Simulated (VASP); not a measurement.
## AlGa5N6: single point with PBE

The system is AlGa5N6.

```
Al Ga N
1.0
     3.42244    0.00000    0.00000
     0.00000    3.42244    0.00000
     0.00000    0.00000   14.52016
Al Ga N
1 5 6
Direct
  0.00000 0.00000 0.00000
  0.00000 0.00000 0.66667
  0.50000 0.50000 0.50000
  0.00000 0.00000 0.33333
  0.50000 0.50000 0.16667
  0.50000 0.50000 0.83333
  0.00000 0.00000 0.50000
  0.50000 0.50000 0.33333
  0.00000 0.00000 0.16667
  0.50000 0.50000 0.00000
  0.00000 0.00000 0.83333
  0.50000 0.50000 0.66667
```

| Property | Result |
| --- | --- |
| Program | VASP 6.6.1 |
| Task | single point |
| Functional | PBE |
| Potentials or basis | VASP PAW PBE potentials, release 64 (Al, Ga_d, N) |
| Cutoff | 520 eV |
| k mesh | 6 × 6 × 2 |
| Occupations | gaussian, width 0.1 eV |
| Spin | no spin polarisation |

| Quantity | Value |
| --- | --- |
| Pressure | -32.8 GPa |
| Largest force | 0.415 eV/Å |
| Band gap on the k mesh | zero (bands 49 and 50 overlap by 1.47 eV) |

Forces on the atoms (eV/Å):
```
Al   0.000  0.000  0.000
Ga   0.000  0.000  0.031
Ga   0.000  0.000  0.000
Ga   0.000  0.000 -0.031
Ga   0.000  0.000  0.015
Ga   0.000  0.000 -0.015
N    0.000  0.000  0.000
N    0.000  0.000  0.022
N    0.000  0.000 -0.415
N    0.000  0.000  0.000
N    0.000  0.000  0.415
N    0.000  0.000 -0.022
```

Stress tensor (GPa, compression positive):
```
-32.81   0.00   0.00
  0.00 -32.81   0.00
  0.00   0.00 -32.73
```

Levels at points of the mesh, in eV from the Fermi level:
```
           k point  band 45  band 46  band 47  band 48  band 49  band 50  band 51  band 52  band 53  band 54
(0.00, 0.00, 0.00)    -0.65    -0.65    -0.63    -0.63    -0.21    -0.21    -0.21     0.59     1.02     1.91
(0.50, 0.00, 0.00)    -0.22    -0.20    -0.16    -0.15    -0.15     3.57     3.58     3.58     3.59     3.69
(0.50, 0.50, 0.00)    -2.62    -1.80    -1.80    -1.80    -1.80    -1.43    -0.82     1.58     1.59     1.61
(0.00, 0.00, 0.50)    -1.03    -0.83    -0.34    -0.34    -0.32    -0.31    -0.31     0.73     0.83     2.00
(0.50, 0.00, 0.50)    -0.20    -0.18    -0.15    -0.13    -0.12     3.21     3.22     3.82     3.83     3.84
(0.50, 0.50, 0.50)    -2.34    -2.06    -2.06    -2.03    -2.03    -0.06    -0.05    -0.04     0.64     2.53
```

Wall time 5 min on 1 thread of Intel(R) Xeon(R) Platinum 8259CL CPU @ 2.50GHz (Skylake/Cascade Lake), on a shared host, peak memory 0.36 GiB.

Caveat: the cell stands under tension.
